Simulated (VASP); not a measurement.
Wanted: the native input for a VASP 6.6.1 run.

```
Task                   : single point
Functional             : PBE
Potentials or basis    : VASP PAW PBE potentials, release 64 (Nd_3, Y_sv, Cl), 4f in core
Cutoff                 : 500 eV
k mesh                 : 3 × 4 × 4
Occupations            : gaussian, width 0.2 eV
Spin                   : no spin polarisation
Dipole correction      : no
Further INCAR settings : ALGO = Normal; EDIFF = 1e-06; NBANDS = 34
```

The structure of Nd2Y2Cl lies in POSCAR:

```
Nd2Y2Cl
1.0
    7.1118899037      0.0000000000      0.0000000000
    0.0000000000      4.5786246799      3.4048785599
    0.0000000000     -4.5786246799      3.4048785599
Nd Y Cl
2 2 1
Direct
    0.7510169932      0.0664025259      0.0664025259
    0.2489830068      0.0664025259      0.0664025259
    0.0000000000      0.5225582080     -0.0886081771
    0.0000000000     -0.0886081771      0.5225582080
    0.0000000000      0.4055171573      0.4055171573
```

The cell was generated, and may not be a known phase.

The input as run:

INCAR

```
SYSTEM = Nd2Y2Cl
PREC = Accurate
ENCUT = 500
EDIFF = 1E-6
ISMEAR = 0
SIGMA = 0.2
LREAL = .False.
LASPH = .True.
NELM = 200
ALGO = Normal
ISIF = 2
LWAVE = .False.
LCHARG = .False.
GGA = PE
NBANDS = 34
GGA_COMPAT = .False.
LMAXMIX = 6
```

KPOINTS

```
Automatic mesh
0
Gamma
  3 4 4
  0 0 0
```

Potentials or basis: VASP PAW PBE potentials, release 64 (Nd_3, Y_sv, Cl), 4f in core.

Launch:

```console
$ cat potpaw_PBE.64/Nd_3/POTCAR potpaw_PBE.64/Y_sv/POTCAR potpaw_PBE.64/Cl/POTCAR > POTCAR
$ mpirun -np 1 vasp_std > vasp.out
```

Results of the run:

* Pressure: 0.0 GPa
* Largest force: 0.048 eV/Å
* Band gap on the k mesh: zero (an odd number of electrons rules out a gap without spin polarisation)

Caveat: spin-orbit coupling is left out, which moves the levels of the heavy elements; the 4f electrons are frozen in the core, so they carry no moment and show no levels; the run has no spin polarisation, though such a crystal can be magnetic.

Wall time 2.6 min on 1 thread of Intel(R) Xeon(R) 6975P-C (Granite Rapids), with other jobs on the host, peak memory 0.35 GiB.
